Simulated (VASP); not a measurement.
# Sb (R-3m) in VASP: further runs, part 2 of 2

VASP 6.6.1. Earlier steps stand in the parts before.

## (4) Single point, r2SCAN

POSCAR reads:

```
Sb
1.0
    2.1506000000      1.2416494900      3.7440000000
   -2.1506000000      1.2416494900      3.7440000000
    0.0000000000     -2.4832989800      3.7440000000
Sb
2
Direct
    0.2336400000      0.2336400000      0.2336400000
    0.7663600000      0.7663600000      0.7663600000
```

INCAR.step1 reads:

```
PREC     = Accurate       # precision mode
ENCUT    = 550            # plane-wave cutoff, eV
ISMEAR   = 0              # smearing method
SIGMA    = 0.1            # smearing width, eV
LREAL    = F              # projectors in reciprocal space
LASPH    = T              # aspherical terms in the spheres
NELM     = 120            # most SCF steps
NBANDS   = 22             # bands
GGA      = PE             # functional
ALGO     = Normal         # electronic algorithm
EDIFF    = 1E-5           # SCF threshold, eV
LWAVE    = T              # write WAVECAR
LCHARG   = F              # write CHGCAR
GGA_COMPAT= F
```

INCAR.step2 reads:

```
PREC     = Accurate       # precision mode
ENCUT    = 550            # plane-wave cutoff, eV
EDIFF    = 1E-6           # SCF threshold, eV
ISMEAR   = 0              # smearing method
SIGMA    = 0.1            # smearing width, eV
LREAL    = F              # projectors in reciprocal space
LASPH    = T              # aspherical terms in the spheres
NELM     = 120            # most SCF steps
ALGO     = Normal         # electronic algorithm
ISIF     = 2              # what is computed and relaxed
LWAVE    = F              # write WAVECAR
LCHARG   = T              # write CHGCAR
METAGGA  = R2SCAN         # meta-GGA
LMIXTAU  = T            
LELF     = T              # ELF
LVHAR    = T            
NBANDS   = 22             # bands
ISTART   = 1            
GGA_COMPAT= F
```

KPOINTS reads:

```
Automatic mesh
0
Gamma
  6 6 6
```

Potentials or basis: VASP PAW PBE potentials, release 64 (Sb_d_GW).

Run with:

```sh
> cat potpaw_PBE.64/Sb_d_GW/POTCAR > POTCAR
> cp INCAR.step1 INCAR
> mpirun -np 1 vasp_std > vasp.out
> cp INCAR.step2 INCAR
> mpirun -np 1 vasp_std > vasp.out
```

OUTCAR:

```text
PREC = Accurate
   ENCUT = 550
   EDIFF = 1E-6
   ISMEAR = 0
   LREAL = F
   LASPH = T
   NELM = 120
   ISIF = 2
   METAGGA = R2SCAN
   ISTART = 1

 ion  position               nearest neighbor table
   1  0.234  0.234  0.234-   2 2.90   2 2.90   2 2.90   2 3.34   2 3.34   2 3.34
   2  0.766  0.766  0.766-   1 2.90   1 2.90   1 2.90   1 3.34   1 3.34   1 3.34

  LATTYP: Found a trigonal (rhomboedric) cell.
 ALAT       =     4.4926951617
 COS(alpha) =     0.5417152821

  Lattice vectors:

 A1 = (   2.1506000000,   1.2416494900,   3.7440000000)
 A2 = (  -2.1506000000,   1.2416494900,   3.7440000000)
 A3 = (   0.0000000000,  -2.4832989800,   3.7440000000)

Analysis of symmetry for initial positions (statically):
=====================================================================
 Subroutine PRICEL returns:
 Original cell was already a primitive cell.

 Routine SETGRP: Setting up the symmetry group for a
 trigonal (rhombohedral) supercell.

 Subroutine GETGRP returns: Found 12 space group operations
[... 154 lines left out ...]
   NGX = 17   NGY = 17   NGZ = 17

 number of electron      30.0000006 magnetization

 Free energy of the ion-electron system (eV)
  ---------------------------------------------------
  ext. energy  EPLUGINS =         0.00000000
  ---------------------------------------------------
  free energy    TOTEN  =       -51.45265228 eV

  energy without entropy =      -51.45095403  energy(sigma->0) =      -51.45180315

 E-fermi :   5.5172     XC(G=0): -10.6998

 val. band max:        5.4612795443   @ k =   0.5000   0.5000   0.5000
 cond. band min:       5.5659579839   @ k =   0.3333   0.1667   0.1667
 fundamental gap:      0.1046784396
 Fermi energy:         5.5172172592

 k-point     1 :       0.0000    0.0000    0.0000
  band No.  band energies     occupation
      1     -24.9372      2.00000
      2     -24.9372      2.00000
      3     -24.8368      2.00000
      4     -24.8368      2.00000
      5     -24.8080      2.00000
      6     -24.7092      2.00000
[... 589 lines left out ...]
     21      16.1765      0.00000
     22      16.9332      0.00000

 [... further k-points ...]
[... 5 lines left out ...]
  --------------------------------------------------------------------------------------
  -------------------------------------------------------------------------------------
  Total        0.7868884      0.7868884      0.7209127      0.0000000     -0.0000000      0.0000000
  in kB       21.0173512     21.0173512     19.2551768      0.0000000     -0.0000000      0.0000000
  external PRESSURE =      20.4299597 kB  Pullay stress =       0.0000000 kB

 VOLUME and BASIS-vectors are now :
 -----------------------------------------------------------------------------
  energy-cutoff  :      550.00
  volume of cell :       59.99
      direct lattice vectors                 reciprocal lattice vectors
     2.150600000  1.241649490  3.744000000     0.232493258  0.134230045  0.089031339
    -2.150600000  1.241649490  3.744000000    -0.232493258  0.134230045  0.089031339
     0.000000000 -2.483298980  3.744000000     0.000000000 -0.268460090  0.089031339

 POSITION                                       TOTAL-FORCE (eV/Angst)
 -----------------------------------------------------------------------------------
      0.00000      0.00000      2.62424         0.000000     -0.000000     -0.053802
      0.00000      0.00000      8.60776         0.000000      0.000000      0.053802
 -----------------------------------------------------------------------------------
    total drift:                               -0.000000      0.000000      0.000000

  FREE ENERGIE OF THE ION-ELECTRON SYSTEM (eV)
  ---------------------------------------------------
  free  energy   TOTEN  =       -51.4526522792 eV

  energy  without entropy=      -51.4509540254  energy(sigma->0) =      -51.45180315
```

OUTCAR.step1:

```text
PREC = Accurate
   ENCUT = 550
   ISMEAR = 0
   LREAL = F
   LASPH = T
[... 822 lines left out ...]
 -----------------------------------------------------------------------------------
      0.00000      0.00000      2.62424         0.000000      0.000000      0.088841
      0.00000      0.00000      8.60776         0.000000     -0.000000     -0.088841
 -----------------------------------------------------------------------------------
    total drift:                               -0.000000      0.000000      0.000000

  FREE ENERGIE OF THE ION-ELECTRON SYSTEM (eV)
  ---------------------------------------------------
  free  energy   TOTEN  =        -8.2949534046 eV

  energy  without entropy=       -8.2928716263  energy(sigma->0) =       -8.29391252
```

It took 86 s on 1 thread of Intel Xeon 6975P-C (Granite Rapids), shared host; peak memory 0.24 GiB.

Results:

```
Free energy            : -51.4527 eV
Pressure               : 2.0 GPa
Largest force          : 0.054 eV/Å
Band gap on the k mesh : zero (band 15 reaches 5.57 eV, above the bottom of band 16 at 5.36 eV)
```

Forces in eV/Å, atoms in the order of the input:
```
Sb   0.000  0.000 -0.054
Sb   0.000  0.000  0.054
```

Stress tensor (GPa, compression positive):
```
2.10 0.00 0.00
0.00 2.10 0.00
0.00 0.00 1.93
```

Levels at points of the mesh, in eV from the Fermi level:
| k point | band 12 | band 13 | band 14 | band 15 | band 16 | band 17 | band 18 | band 19 |
| --- | --- | --- | --- | --- | --- | --- | --- | --- |
| (0.00, 0.00, 0.00) | -4.88 | -2.40 | -2.14 | -2.14 | 2.09 | 2.71 | 2.71 | 5.35 |
| (0.50, 0.00, 0.00) | -10.23 | -2.25 | -2.12 | -0.50 | -0.15 | 0.22 | 0.35 | 8.08 |
| (0.50, 0.50, 0.00) | -8.42 | -5.88 | -4.17 | -4.08 | 1.61 | 5.11 | 5.76 | 7.31 |
| (0.50, 0.50, 0.50) | -9.56 | -1.59 | -1.59 | -0.39 | -0.06 | -0.06 | 1.14 | 7.49 |

Caveat: the PAW data sets were made with another functional, which shifts forces and pressure a little; spin-orbit coupling is left out, which moves the levels of the heavy elements.

## (5) The runs side by side

| potentials or basis | cell | k mesh | cutoff (eV) | second run | gap on the mesh (eV) | pressure (GPa) | largest force (eV/Å) |
| --- | --- | --- | --- | --- | --- | --- | --- |
| VASP PAW PBE potentials, release 64 (Sb) | a = 4.493 Å, angles 57.2°, 2 atoms | 6 × 6 × 6 | 520 | - | none | 2.2 | 0.02 |
| VASP PAW PBE potentials, release 64 (Sb) | a = 4.610 Å, angles 56.2°, 2 atoms | 12 × 12 × 12 | 520 | - | none | 0.1 | 0.05 |
| VASP PAW PBE potentials, release 64 (Sb_d_GW) | a = 4.493 Å, angles 57.2°, 2 atoms | 6 × 6 × 6 | 550 | valence_matched | none | 2.0 | 0.05 |

Alike in all rows: task single point; level r2SCAN; no spin polarisation; smearing gaussian 0.1 eV.

Caveats: the PAW data sets were made with another functional, which shifts forces and pressure a little; spin-orbit coupling is left out, which moves the levels of the heavy elements.

Absolute energies hang on the potentials; compare differences alone.
